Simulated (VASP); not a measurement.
# CuI (F-43m) in VASP: notebook, part 2 of 2

VASP 6.6.1. The steps go on from the part before.

### 3 Relaxation of cell and atoms, PBE+D3(BJ)

This run uses another cell than the first one, of 28.07 Å³/atom, 1.055 times its volume.

INCAR

```
ALGO = Normal
EDIFF = 1E-7
EDIFFG = -0.005
ENCUT = 600
GGA = PE
IBRION = 2
ISIF = 3
ISMEAR = 0
IVDW = 12
LASPH = T
LCHARG = F
LREAL = F
LWAVE = F
NELM = 80
NSW = 70
PREC = Accurate
SIGMA = 0.02
```

KPOINTS

```
k-points
0
Gamma
  8 8 8
```

POSCAR

```
CuI
1.0
    0.0000000000      3.0390034084      3.0390034084
    3.0390034084      0.0000000000      3.0390034084
    3.0390034084      3.0390034084      0.0000000000
Cu I
1 1
Direct
    0.2500000000      0.2500000000      0.2500000000
    0.0000000000      0.0000000000      0.0000000000
```

Potentials or basis: VASP PAW PBE potentials, release 64 (Cu, I).

Launch:

```
$ cat potpaw_PBE.64/Cu/POTCAR potpaw_PBE.64/I/POTCAR > POTCAR
$ mpirun -np 1 vasp_std > vasp.out
```

OUTCAR:

```text
EDIFF = 1E-7
   EDIFFG = -0.005
   ENCUT = 600
   GGA = PE
   IBRION = 2
   ISIF = 3
   ISMEAR = 0
   IVDW = 12
   LASPH = T
   LREAL = F
   NELM = 80
   NSW = 70
   PREC = Accurate
 IVDW          = 12

 ion  position               nearest neighbor table
   1  0.250  0.250  0.250-   2 2.63   2 2.63   2 2.63   2 2.63
   2  0.000  0.000  0.000-   1 2.63   1 2.63   1 2.63   1 2.63

  LATTYP: Found a face centered cubic cell.
 ALAT       =     6.0780068168

  Lattice vectors:

 A1 = (   0.0000000000,   3.0390034084,   3.0390034084)
 A2 = (   3.0390034084,   0.0000000000,   3.0390034084)
 A3 = (   3.0390034084,   3.0390034084,   0.0000000000)

Analysis of symmetry for initial positions (statically):
=====================================================================
 Subroutine PRICEL returns:
 Original cell was already a primitive cell.

 Routine SETGRP: Setting up the symmetry group for a
 face centered cubic supercell.

 Subroutine GETGRP returns: Found 24 space group operations
 (whereof 24 operations were pure point group operations)
 out of a pool of 48 trial point group operations.

The static configuration has the point symmetry T_d .

Analysis of symmetry for dynamics (positions and initial velocities):
=====================================================================
 Subroutine PRICEL returns:
 Original cell was already a primitive cell.

 Routine SETGRP: Setting up the symmetry group for a
 face centered cubic supercell.

 Subroutine GETGRP returns: Found 24 space group operations
 (whereof 24 operations were pure point group operations)
 out of a pool of 48 trial point group operations.

The dynamic configuration has the point symmetry T_d .

 Subroutine INISYM returns: Found 24 space group operations
 (whereof 24 operations are pure point group operations),
 and found     1 'primitive' translations

----------------------------------------------------------------------------------------

                                     Primitive cell

  volume of cell :      56.1337

  direct lattice vectors                    reciprocal lattice vectors
     0.000000000  3.039003408  3.039003408    -0.164527621  0.164527621  0.164527621
     3.039003408  0.000000000  3.039003408     0.164527621 -0.164527621  0.164527621
     3.039003408  3.039003408  0.000000000     0.164527621  0.164527621 -0.164527621

  length of vectors
     4.297799836  4.297799836  4.297799836     0.284970198  0.284970198  0.284970198

  position of ions in fractional coordinates (direct lattice)
     0.250000000  0.250000000  0.250000000
     0.000000000  0.000000000  0.000000000

  ion indices of the primitive-cell ions
   primitive index   ion index
                 1           1
                 2           2

----------------------------------------------------------------------------------------

 KPOINTS: k-points

Automatic generation of k-mesh.
 Grid dimensions read from file:
 generate k-points for:    8    8    8

 Generating k-lattice:

  Cartesian coordinates                     Fractional coordinates (reciprocal lattice)
    -0.020565953  0.020565953  0.020565953     0.125000000  0.000000000  0.000000000
     0.020565953 -0.020565953  0.020565953     0.000000000  0.125000000  0.000000000
     0.020565953  0.020565953 -0.020565953     0.000000000  0.000000000  0.125000000

  Length of vectors
     0.035621275  0.035621275  0.035621275

  Shift w.r.t. Gamma in fractional coordinates (k-lattice)
     0.000000000  0.000000000  0.000000000

 Subroutine IBZKPT returns following result:
 ===========================================

 Found     29 irreducible k-points:

 Following reciprocal coordinates:
            Coordinates               Weight
  0.000000  0.000000  0.000000      1.000000
  0.125000  0.000000  0.000000      8.000000
  0.250000  0.000000  0.000000      8.000000
  0.375000  0.000000  0.000000      8.000000
  0.500000  0.000000  0.000000      4.000000
  0.125000  0.125000  0.000000      6.000000
[... 16 lines left out ...]
  0.500000  0.250000  0.125000     48.000000
 -0.375000  0.250000  0.125000     24.000000
 [... further k-points ...]
   k-points           NKPTS =     29   k-points in BZ     NKDIM =     29   number of bands    NBANDS=     13
   number of dos      NEDOS =    301   number of ions     NIONS =      2
   total plane-waves  NPLWV =  46656
   dimension x,y,z NGX =    36 NGY =   36 NGZ =   36
   dimension x,y,z NGXF=    72 NGYF=   72 NGZF=   72
   ions per type =               1   1
   NGX,Y,Z   is equivalent  to a cutoff of  13.93, 13.93, 13.93 a.u.
   NGXF,Y,Z  is equivalent  to a cutoff of  27.85, 27.85, 27.85 a.u.
 SYSTEM =  unknown system
   PREC   = accura    normal or accurate (medium, high low for compatibility)
   ISTART =      0    job   : 0-new  1-cont  2-samecut
   ICHARG =      2    charge: 1-file 2-atom 10-const
   ISPIN  =      1    spin polarized calculation?
   LNONCOLLINEAR =      F non collinear calculations
   LSORBIT =      F    spin-orbit coupling
   LASPH  =      T    aspherical Exc in radial PAW
   ENCUT  =  600.0 eV  44.10 Ry    6.64 a.u.   8.58  8.58  8.58*2*pi/ulx,y,z
   NELM   =     80;   NELMIN=  2; NELMDL= -5     # of ELM steps
   EDIFF  = 0.1E-06   stopping-criterion for ELM
   LREAL  =      F    real-space projection
   EDIFFG = -.5E-02   stopping-criterion for IOM
   NSW    =     70    number of steps for IOM
   IBRION =      2    ionic relax: 0-MD 1-quasi-New 2-CG
   NFREE  =      1    steps in history (QN), initial steepest desc. (CG)
   ISIF   =      3    stress and relaxation
   ISYM   =      2    0-nonsym 1-usesym 2-fastsym
   POTIM  = 0.5000    time-step for ionic-motion
   TEBEG  =    0.0;   TEEND  =   0.0 temperature during run
   PSTRESS=    0.0 pullay stress
   NELECT =      18.0000    total number of electrons
   NUPDOWN=      -1.0000    fix difference up-down
   EMIN   =  10.00;   EMAX   =-10.00  energy-range for DOS
   EFERMI =   0.00;   METHOD = LEGACY
   ISMEAR =     0;   SIGMA  =   0.02  broadening in eV -4-tet -1-fermi 0-gaus
   EFERMI_NEDOS =   21; number of points for ismear=-14 and -15
   IALGO  =     38    algorithm
   IMIX   =      4    mixing-type and parameters
     AMIX     =   0.40;   BMIX     =  1.00
     AMIX_MAG =   1.60;   BMIX_MAG =  1.00
  volume/ion in A,a.u.               =      28.07       189.40
  Fermi-wavevector in a.u.,A,eV,Ry     =   1.120533  2.117499 17.083383  1.255593
  Thomas-Fermi vector in A             =   2.257180
   LORBIT       =      0    0 simple, 1 ext, 2 COOP (PROOUT), +10 PAW based schemes
   GGA     = PE    functional components
   LHFCALC =     F    Hartree Fock is set to
   AEXX    =    0.0000 exact exchange contribution
   IVDW    =    12    specifies the selected vdW correction
   LEPSILON=     F    determine dielectric tensor
   LRPA    =     F    only Hartree local field effects (RPA)
 conjugate gradient relaxation of ions
 non-spin polarized calculation
 Gauss-broadening in eV      SIGMA  =   0.02
  energy-cutoff  :      600.00
  volume of cell :       56.13
 maximum number of plane-waves:      1895
 NGX is ok and might be reduce to    36
   NGX = 17   NGY = 17   NGZ = 17

--------------------------------------- Ionic step        1  -------------------------------------------

 number of electron      18.0000008 magnetization

 Free energy of the ion-electron system (eV)
  ---------------------------------------------------
  ext. energy  EPLUGINS =         0.00000000
  ---------------------------------------------------
  free energy    TOTEN  =        -5.56257859 eV

  energy without entropy =       -5.56257859  energy(sigma->0) =       -5.56257859

------------------------ aborting loop because EDIFF is reached ----------------------------------------

 Edisp (eV)   -0.67850

 E8    (eV) :    -0.2973
[... 71 lines left out ...]
--------------------------------------- Ionic step        3  -------------------------------------------

 number of electron      17.9999991 magnetization

 Free energy of the ion-electron system (eV)
  ---------------------------------------------------
  ext. energy  EPLUGINS =         0.00000000
  ---------------------------------------------------
  free energy    TOTEN  =        -5.54181569 eV

  energy without entropy =       -5.54181569  energy(sigma->0) =       -5.54181569

 E-fermi :   5.0246     XC(G=0):  -9.1448

 val. band max:        4.9217818322   @ k =   0.0000   0.0000   0.0000
 cond. band min:       6.1881383530   @ k =   0.0000   0.0000   0.0000
 fundamental gap:      1.2663565208
 Fermi energy:         5.0245632111

 k-point     1 :       0.0000    0.0000    0.0000
  band No.  band energies     occupation
      1      -9.3281      2.00000
      2       1.0772      2.00000
      3       1.0772      2.00000
      4       1.0772      2.00000
      5       2.8804      2.00000
      6       2.8804      2.00000
      7       4.9218      2.00000
      8       4.9218      2.00000
      9       4.9218      2.00000
     10       6.1881      0.00000
     11       9.7450      0.00000
     12       9.7450      0.00000
     13       9.7450      0.00000
[... 354 lines left out ...]
  band No.  band energies     occupation
      1      -8.6046      2.00000
      2      -0.6578      2.00000
      3       0.5283      2.00000
      4       1.0669      2.00000
      5       2.8101      2.00000
      6       2.8918      2.00000
      7       3.0159      2.00000
      8       3.4840      2.00000
      9       3.8110      2.00000
     10       8.5124      0.00000
     11       9.5425      0.00000
     12      11.2015      0.00000
     13      12.4339      0.00000

 [... further k-points ...]

------------------------ aborting loop because EDIFF is reached ----------------------------------------

 Edisp (eV)   -0.71953

 E8    (eV) :    -0.3160
[... 25 lines left out ...]
  FREE ENERGIE OF THE ION-ELECTRON SYSTEM (eV)
  ---------------------------------------------------
  free  energy   TOTEN  =        -6.2613423902 eV

  energy  without entropy=       -6.2613423902  energy(sigma->0) =       -6.26134239

 reached required accuracy - stopping structural energy minimisation
```

OSZICAR:

```text
N       E                     dE             d eps       ncg     rms          rms(c)
DAV:   1     0.104745594295E+03    0.10475E+03   -0.83391E+03   754   0.163E+03
DAV:   2     0.241413828426E+01   -0.10233E+03   -0.95898E+02   774   0.282E+02
DAV:   3    -0.549006099021E+01   -0.79042E+01   -0.76878E+01  1013   0.839E+01
DAV:   4    -0.576255957968E+01   -0.27250E+00   -0.27218E+00   844   0.136E+01
[... 31 lines left out ...]
DAV:   5    -0.554181843718E+01    0.51236E-05   -0.12362E-05  1055   0.970E-02    0.197E-02
DAV:   6    -0.554181597741E+01    0.24598E-05   -0.31204E-06  1156   0.249E-02    0.716E-03
DAV:   7    -0.554181555957E+01    0.41784E-06   -0.72322E-07  1102   0.275E-02    0.138E-03
DAV:   8    -0.554181566969E+01   -0.11012E-06   -0.21711E-07   661   0.352E-03    0.150E-03
DAV:   9    -0.554181568849E+01   -0.18792E-07   -0.19785E-08   397   0.346E-03
   3 F= -.62613424E+01 E0= -.62613424E+01  d E =-.202651E-01
```

CONTCAR:

```text
CuI
   1.00000000000000
     0.0000000000000000    2.9868704733553835    2.9868704733553835
     2.9868704733553835   -0.0000000000000000    2.9868704733553835
     2.9868704733553835    2.9868704733553835    0.0000000000000000
  Cu              I
     1     1
Direct
     0.2500000000000000    0.2500000000000000    0.2500000000000000
     0.0000000000000000    0.0000000000000000    0.0000000000000000

  0.00000000E+00  0.00000000E+00  0.00000000E+00
  0.00000000E+00  0.00000000E+00  0.00000000E+00
```

It used 200 s of CPU time on 1 thread of AMD EPYC 7R13 Processor (Zen 3) (shared host).

Results:

- Free energy: -6.2613 eV
- Relaxed volume: 26.65 Å³/atom
- Relaxed cell: a = 4.224 Å, b = 4.224 Å, c = 4.224 Å, α = 60.00°, β = 60.00°, γ = 60.00°
- Space group after relaxing (to 0.05 Å): F-43m (No. 216)
- Energy gained by relaxing: 10.1 meV/atom
- Ionic steps: 3
- Pressure after relaxing: 0.0 GPa
- Band gap on the k mesh: 1.27 eV, direct
- Dispersion energy per atom: -0.360 eV

The path:
| step | energy change (eV) | largest force (eV/Å) | pressure (GPa) | volume (Å³) |
| --- | --- | --- | --- | --- |
| 1 | 0.0000 | 0.0000 | -2.15 | 56.13 |
| 2 | -0.0202 | 0.0000 | 0.15 | 53.13 |
| 3 | -0.0203 | 0.0000 | -0.03 | 53.29 |

Final structure:
```
Cu I
1.0
     0.00000    2.98687    2.98687
     2.98687    0.00000    2.98687
     2.98687    2.98687    0.00000
Cu I
1 1
Direct
  0.25000 0.25000 0.25000
  0.00000 0.00000 0.00000
```

Levels at points of the mesh, in eV from the valence-band top:
```
           k point  band 5  band 6  band 7  band 8  band 9  band 10  band 11  band 12  band 13
(0.00, 0.00, 0.00)   -2.04   -2.04    0.00    0.00    0.00     1.27     4.82     4.82     4.82
(0.50, 0.00, 0.00)   -2.01   -2.01   -1.96   -0.78   -0.78     2.20     5.38     5.38     7.47
(0.50, 0.50, 0.00)   -2.08   -1.97   -1.95   -1.66   -1.66     2.62     2.88     9.50     9.99
```

Caveat: spin-orbit coupling is left out, which moves the levels of the heavy elements.
